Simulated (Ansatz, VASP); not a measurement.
Al3B2N in VASP and in Ansatz

The input INCAR:

```
ALGO = Normal
EDIFF = 1E-6
EDIFFG = -0.04
ENCUT = 600
GGA = PE
IBRION = 2
ISIF = 3
ISMEAR = 0
LASPH = True
LCHARG = False
LREAL = False
LWAVE = False
NELM = 60
NSW = 90
PREC = Accurate
SIGMA = 0.1
```

The input KPOINTS:

```
k-points
0
Gamma
  6 6 6
```

File POSCAR:

```
Al3B2N
1.0
    2.4030369300      1.3873940200      3.7838047200
   -2.4030369300      1.3873940200      3.7838047200
    0.0000000000     -2.7747880400      3.7838047200
Al B N
3 2 1
Direct
    0.0000000000      0.5000000000      0.0000000000
    0.5000000000      0.0000000000      0.0000000000
    0.0000000000      0.0000000000      0.5000000000
    0.6257190100      0.6257190100      0.6257190100
    0.3742809900      0.3742809900      0.3742809900
    0.0000000000      0.0000000000      0.0000000000
```

Input for Ansatz:

```yaml
crystal:
  lattice:
    - [2.40303693, 1.38739402, 3.78380472]
    - [-2.40303693, 1.38739402, 3.78380472]
    - [0.0, -2.77478804, 3.78380472]
  atoms:
    - { symbol: Al, position: [0.0, 0.5, 0.0] }
    - { symbol: Al, position: [0.5, 0.0, 0.0] }
    - { symbol: Al, position: [0.0, 0.0, 0.5] }
    - { symbol: B, position: [0.62571901, 0.62571901, 0.62571901] }
    - { symbol: B, position: [0.37428099, 0.37428099, 0.37428099] }
    - { symbol: "N", position: [0.0, 0.0, 0.0] }
basis:
  ecutwfc: 420
kpoints:
  mp_grid: { grid: [6, 6, 6] }
hamiltonian:
  xc: pbe
scf:
  occupations: { method: gaussian, width: 0.1 }
  lower_state_search: "off"
output:
  forces: true
  stress: true
  eigenvalues: true
relax:
  adjacent_minimum: "off"
  f_tol: 0.04
  max_steps: 70
  cell: { stress_tol: 0.4 }
```

Change from the starting cell: species swapped into the Tb2Al3Fe type (R-3m, No. 166).

Alike in both runs: task relaxation of cell and atoms; functional PBE; k mesh 6 × 6 × 6; occupations gaussian, width 0.1 eV; no spin polarisation.

|  | VASP | Ansatz |
| --- | --- | --- |
| version | VASP 6.6.1 | Ansatz 0.2.0 |
| potentials or method | VASP PAW PBE potentials, release 64 (Al, B, N), cutoff 600 eV | scalar-relativistic, plane waves, PAW |
| valence electrons in the cell | 20 | 20 |

|  | VASP | Ansatz | Ansatz less VASP |
| --- | --- | --- | --- |
| gap on the k mesh at the Fermi level, each at its own relaxed structure (eV) | none | none | - |
| relaxed volume (Å³/atom) | 10.72 | 10.73 | +0.010 |
| relaxed length of the cell vector where the two differ most in proportion (Å) | 4.018 | 4.019 | +0.0011 |

A gap of «none» marks a metal or a gap that the smearing closes.

Noted on VASP's run: the volume moved by over 15 % at a fixed basis, so the end points are rough.
